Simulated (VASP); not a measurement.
# C (P1) in VASP: single point with PBE

Aim: the single point of C with PBE.

All numbers are computed with VASP 6.6.1; they aren't measurements. Logs are shortened: lines on timing, memory, paths and dates and some standing lists are left out, and cuts for length are marked.

### Step 1. The cell of the first run

The typed cell holds 8 atoms: a = 2.518 Å, b = 2.518 Å, c = 8.305 Å, α = 90.00°, β = 90.00°, γ = 120.00°.

### Step 2. Single point, PBE (atom 1 (C) moved +0.075 Å towards its neighbour atom 1 (C) at 2.518 Å)

Contents of INCAR:

```
PREC = Accurate ; ENCUT = 520
EDIFF = 1E-7 ; ISMEAR = 0
SIGMA = 0.05 ; LREAL = F
LASPH = T ; NELM = 100
ALGO = Normal ; ISIF = 2
LWAVE = F ; LCHARG = F
GGA = PE ; NBANDS = 26
```

Contents of KPOINTS:

```
regular mesh
0
Gamma
  12 12 4
```

Contents of POSCAR:

```
C
1.0
    2.5180184915      0.0000000000      0.0000000000
   -1.2590092457      2.1806679808      0.0000000000
    0.0000000000      0.0000000000      8.3045881819
C
8
Direct
   -0.0297853253     -0.0297853253      0.0929681641
    0.0000000000      0.0000000000      0.5929681641
    0.0000000000      0.0000000000      0.4070318359
    0.0000000000      0.0000000000      0.9070318359
    0.3333333333      0.6666666667      0.1555285626
    0.6666666667      0.3333333333      0.6555285626
    0.3333333333      0.6666666667      0.3444714374
    0.6666666667      0.3333333333      0.8444714374
```

Potentials or basis: VASP PAW PBE potentials, release 64 (C).

On the command line:

```bash
$ cat potpaw_PBE.64/C/POTCAR > POTCAR
$ mpirun -np 1 vasp_std > vasp.out
```

OUTCAR:

```text
PREC = Accurate
   ENCUT = 520
   EDIFF = 1E-7
   ISMEAR = 0
   LREAL = F
   LASPH = T
   NELM = 100
   ISIF = 2
   GGA = PE

 ion  position               nearest neighbor table
   1  0.970  0.970  0.093-   5 1.48   5 1.55   4 1.55   5 1.61
   2  0.000  0.000  0.593-   6 1.54   6 1.54   6 1.54   3 1.54
   3  0.000  0.000  0.407-   7 1.54   7 1.54   7 1.54   2 1.54
   4  0.000  0.000  0.907-   8 1.54   8 1.54   8 1.54   1 1.55
   5  0.333  0.667  0.156-   1 1.48   1 1.55   7 1.57   1 1.61
   6  0.667  0.333  0.656-   2 1.54   2 1.54   2 1.54   8 1.57
   7  0.333  0.667  0.344-   3 1.54   3 1.54   3 1.54   5 1.57
   8  0.667  0.333  0.844-   4 1.54   4 1.54   4 1.54   6 1.57

  LATTYP: Found a hexagonal cell.
 ALAT       =     2.5180184915
 C/A-ratio  =     3.2980648116

  Lattice vectors:

 A1 = (   2.5180184915,   0.0000000000,   0.0000000000)
 A2 = (  -1.2590092457,   2.1806679808,   0.0000000000)
 A3 = (   0.0000000000,   0.0000000000,   8.3045881819)

Analysis of symmetry for initial positions (statically):
=====================================================================
 Subroutine PRICEL returns:
 Original cell was already a primitive cell.

 Routine SETGRP: Setting up the symmetry group for a
 hexagonal supercell.

 Subroutine GETGRP returns: Found  1 space group operations
 (whereof  1 operations were pure point group operations)
 out of a pool of 24 trial point group operations.

The static configuration has the point symmetry C_1 .

Analysis of symmetry for dynamics (positions and initial velocities):
=====================================================================
 Subroutine PRICEL returns:
 Original cell was already a primitive cell.

 Routine SETGRP: Setting up the symmetry group for a
 hexagonal supercell.

 Subroutine GETGRP returns: Found  1 space group operations
 (whereof  1 operations were pure point group operations)
 out of a pool of 24 trial point group operations.

The dynamic configuration has the point symmetry C_1 .

 Subroutine INISYM returns: Found  1 space group operations
 (whereof  1 operations are pure point group operations),
 and found     1 'primitive' translations

----------------------------------------------------------------------------------------

                                     Primitive cell

  volume of cell :      45.6002

  direct lattice vectors                    reciprocal lattice vectors
     2.518018491  0.000000000  0.000000000     0.397137671  0.229287541  0.000000000
    -1.259009246  2.180667981  0.000000000     0.000000000  0.458575083  0.000000000
     0.000000000  0.000000000  8.304588182     0.000000000  0.000000000  0.120415363

  length of vectors
     2.518018491  2.518018491  8.304588182     0.458575083  0.458575083  0.120415363

  position of ions in fractional coordinates (direct lattice)
     0.970214675  0.970214675  0.092968164
     0.000000000  0.000000000  0.592968164
     0.000000000  0.000000000  0.407031836
     0.000000000  0.000000000  0.907031836
     0.333333333  0.666666667  0.155528563
     0.666666667  0.333333333  0.655528563
     0.333333333  0.666666667  0.344471437
     0.666666667  0.333333333  0.844471437

  ion indices of the primitive-cell ions
   primitive index   ion index
                 1           1
                 2           2
                 3           3
                 4           4
                 5           5
                 6           6
                 7           7
                 8           8

----------------------------------------------------------------------------------------

 KPOINTS: regular mesh

Automatic generation of k-mesh.
 Grid dimensions read from file:
 generate k-points for:   12   12    4

 Generating k-lattice:

  Cartesian coordinates                     Fractional coordinates (reciprocal lattice)
     0.033094806  0.019107295  0.000000000     0.083333333  0.000000000  0.000000000
     0.000000000  0.038214590  0.000000000     0.000000000  0.083333333  0.000000000
     0.000000000  0.000000000  0.030103841     0.000000000  0.000000000  0.250000000

  Length of vectors
     0.038214590  0.038214590  0.030103841

  Shift w.r.t. Gamma in fractional coordinates (k-lattice)
     0.000000000  0.000000000  0.000000000

 Subroutine IBZKPT returns following result:
 ===========================================

 Found    292 irreducible k-points:

 Following reciprocal coordinates:
            Coordinates               Weight
  0.000000  0.000000  0.000000      1.000000
  0.083333 -0.000000  0.000000      2.000000
  0.000000  0.083333  0.000000      2.000000
 -0.083333  0.083333  0.000000      2.000000
  0.166667  0.000000  0.000000      2.000000
  0.000000  0.166667  0.000000      2.000000
[... 16 lines left out ...]
  0.166667  0.083333  0.000000      2.000000
 -0.083333  0.250000  0.000000      2.000000
 [... further k-points ...]
   k-points           NKPTS =    292   k-points in BZ     NKDIM =    292   number of bands    NBANDS=     26
   number of dos      NEDOS =    301   number of ions     NIONS =      8
   total plane-waves  NPLWV =  25600
   dimension x,y,z NGX =    20 NGY =   20 NGZ =   64
   dimension x,y,z NGXF=    40 NGYF=   40 NGZF=  128
   ions per type =               8
   NGX,Y,Z   is equivalent  to a cutoff of  13.20, 13.20, 12.81 a.u.
   NGXF,Y,Z  is equivalent  to a cutoff of  26.41, 26.41, 25.62 a.u.
 SYSTEM =  unknown system
   PREC   = accura    normal or accurate (medium, high low for compatibility)
   ISTART =      0    job   : 0-new  1-cont  2-samecut
   ICHARG =      2    charge: 1-file 2-atom 10-const
   ISPIN  =      1    spin polarized calculation?
   LNONCOLLINEAR =      F non collinear calculations
   LSORBIT =      F    spin-orbit coupling
   LASPH  =      T    aspherical Exc in radial PAW
   ENCUT  =  520.0 eV  38.22 Ry    6.18 a.u.   4.68  4.68 15.44*2*pi/ulx,y,z
   NELM   =    100;   NELMIN=  2; NELMDL= -5     # of ELM steps
   EDIFF  = 0.1E-06   stopping-criterion for ELM
   LREAL  =      F    real-space projection
   EDIFFG = 0.1E-05   stopping-criterion for IOM
   NSW    =      0    number of steps for IOM
   IBRION =     -1    ionic relax: 0-MD 1-quasi-New 2-CG
   NFREE  =      0    steps in history (QN), initial steepest desc. (CG)
   ISIF   =      2    stress and relaxation
   ISYM   =      2    0-nonsym 1-usesym 2-fastsym
   POTIM  = 0.5000    time-step for ionic-motion
   TEBEG  =    0.0;   TEEND  =   0.0 temperature during run
   PSTRESS=    0.0 pullay stress
   NELECT =      32.0000    total number of electrons
   NUPDOWN=      -1.0000    fix difference up-down
   EMIN   =  10.00;   EMAX   =-10.00  energy-range for DOS
   EFERMI =   0.00;   METHOD = LEGACY
   ISMEAR =     0;   SIGMA  =   0.05  broadening in eV -4-tet -1-fermi 0-gaus
   EFERMI_NEDOS =   21; number of points for ismear=-14 and -15
   IALGO  =     38    algorithm
   IMIX   =      4    mixing-type and parameters
     AMIX     =   0.40;   BMIX     =  1.00
     AMIX_MAG =   1.60;   BMIX_MAG =  1.00
  volume/ion in A,a.u.               =       5.70        38.47
  Fermi-wavevector in a.u.,A,eV,Ry     =   1.454798  2.749169 28.795869  2.116437
  Thomas-Fermi vector in A             =   2.571907
   LORBIT       =      0    0 simple, 1 ext, 2 COOP (PROOUT), +10 PAW based schemes
   GGA     = PE    functional components
   LHFCALC =     F    Hartree Fock is set to
   AEXX    =    0.0000 exact exchange contribution
   IVDW    =     0    specifies the selected vdW correction
   LEPSILON=     F    determine dielectric tensor
   LRPA    =     F    only Hartree local field effects (RPA)
 non-spin polarized calculation
 Gauss-broadening in eV      SIGMA  =   0.05
  energy-cutoff  :      520.00
  volume of cell :       45.60
 maximum number of plane-waves:      1243
   NGX =  9   NGY =  9   NGZ = 31

 number of electron      31.9999995 magnetization

 Free energy of the ion-electron system (eV)
  ---------------------------------------------------
  ext. energy  EPLUGINS =         0.00000000
  ---------------------------------------------------
  free energy    TOTEN  =       -72.56416209 eV

  energy without entropy =      -72.56416209  energy(sigma->0) =      -72.56416209

 E-fermi :  10.3866     XC(G=0): -13.2245

 val. band max:       10.1488979332   @ k =   0.0000   0.0000   0.0000
 cond. band min:      14.2380204859   @ k =   0.0000   0.4167   0.0000
 fundamental gap:      4.0891225527
 Fermi energy:        10.3865850716

 k-point     1 :       0.0000    0.0000    0.0000
  band No.  band energies     occupation
      1     -11.7696      2.00000
      2     -10.1326      2.00000
      3     -10.0297      2.00000
      4      -6.1306      2.00000
      5      -3.6702      2.00000
      6       2.9584      2.00000
[... 18 lines left out ...]
     25      18.0225      0.00000
     26      18.2016      0.00000

 k-point     2 :       0.0833   -0.0000    0.0000
  band No.  band energies     occupation
      1     -11.5984      2.00000
      2      -9.9640      2.00000
      3      -9.8618      2.00000
      4      -5.9779      2.00000
      5      -3.5119      2.00000
      6       3.0388      2.00000
[... 18 lines left out ...]
     25      18.4448      0.00000
     26      18.8015      0.00000

 k-point     3 :       0.0000    0.0833    0.0000
  band No.  band energies     occupation
      1     -11.5984      2.00000
      2      -9.9638      2.00000
      3      -9.8620      2.00000
      4      -5.9778      2.00000
      5      -3.5128      2.00000
      6       3.0421      2.00000
[... 572 lines left out ...]
 k-point    23 :       0.1667    0.0833    0.0000
  band No.  band energies     occupation
      1     -10.5781      2.00000
      2      -8.9601      2.00000
      3      -8.8633      2.00000
      4      -5.0687      2.00000
      5      -2.6125      2.00000
      6       2.6264      2.00000
[... 18 lines left out ...]
     25      19.7563      0.00000
     26      20.6056      0.00000

 k-point    24 :      -0.0833    0.2500    0.0000
  band No.  band energies     occupation
      1     -10.5782      2.00000
      2      -8.9594      2.00000
      3      -8.8653      2.00000
      4      -5.0689      2.00000
      5      -2.6185      2.00000
      6       2.8229      2.00000
[... 18 lines left out ...]
     25      19.8857      0.00000
     26      20.4989      0.00000

 [... further k-points ...]

------------------------ aborting loop because EDIFF is reached ----------------------------------------

  FORCE on cell =-STRESS in cart. coord.  units (eV):
  Direction    XX          YY          ZZ          XY          YZ          ZX
  --------------------------------------------------------------------------------------
  -------------------------------------------------------------------------------------
  Total        0.5151039      0.2322343      0.2503316      0.1544616     -0.1109547     -0.1852159
  in kB       18.0983447      8.1596267      8.7954817      5.4270594     -3.8984304     -6.5076228
  external PRESSURE =      11.6844843 kB  Pullay stress =       0.0000000 kB

 VOLUME and BASIS-vectors are now :
 -----------------------------------------------------------------------------
  energy-cutoff  :      520.00
  volume of cell :       45.60
      direct lattice vectors                 reciprocal lattice vectors
     2.518018491  0.000000000  0.000000000     0.397137671  0.229287541  0.000000000
    -1.259009246  2.180667981  0.000000000     0.000000000  0.458575083  0.000000000
     0.000000000  0.000000000  8.304588182     0.000000000  0.000000000  0.120415363

 POSITION                                       TOTAL-FORCE (eV/Angst)
 -----------------------------------------------------------------------------------
      1.22151      2.11572      0.77206         1.619075      2.318925     -0.187062
      0.00000      0.00000      4.92436         0.000542      0.000155      0.001160
      0.00000      0.00000      3.38023        -0.001248     -0.002159     -0.003722
      0.00000      0.00000      7.53253        -0.240564     -0.389373      0.015239
     -0.00000      1.45378      1.29160        -1.345354     -1.851516      0.188593
      1.25901      0.72689      5.44389        -0.025925     -0.045109      0.001595
     -0.00000      1.45378      2.86069         0.006103      0.002508     -0.007713
      1.25901      0.72689      7.01299        -0.012629     -0.033430     -0.008090
 -----------------------------------------------------------------------------------
    total drift:                               -0.000060     -0.000094      0.000011

  FREE ENERGIE OF THE ION-ELECTRON SYSTEM (eV)
  ---------------------------------------------------
  free  energy   TOTEN  =       -72.5641620864 eV

  energy  without entropy=      -72.5641620864  energy(sigma->0) =      -72.56416209
```

Wall time 2.1 min (1 thread of Intel Xeon 6975P-C (Granite Rapids), shared host); peak memory 0.33 GiB.

What came out:

| Item | Value |
| --- | --- |
| Free energy | -72.5642 eV |
| Pressure | 1.2 GPa |
| Largest force | 2.834 eV/Å |
| Band gap on the k mesh | 4.09 eV (least direct gap 4.61 eV) |

Forces on the atoms (eV/Å):
```
C    1.619  2.319 -0.187
C    0.001  0.000  0.001
C   -0.001 -0.002 -0.004
C   -0.241 -0.389  0.015
C   -1.345 -1.852  0.189
C   -0.026 -0.045  0.002
C    0.006  0.003 -0.008
C   -0.013 -0.033 -0.008
```

Caveat: the cell differs from its parent crystal (atom 1 (C) moved +0.075 Å towards its neighbour atom 1 (C) at 2.518 Å); forces of over 1 eV/Å act on the atoms, so gaps and moduli don't describe the material at rest. A k mesh can miss the band edges.
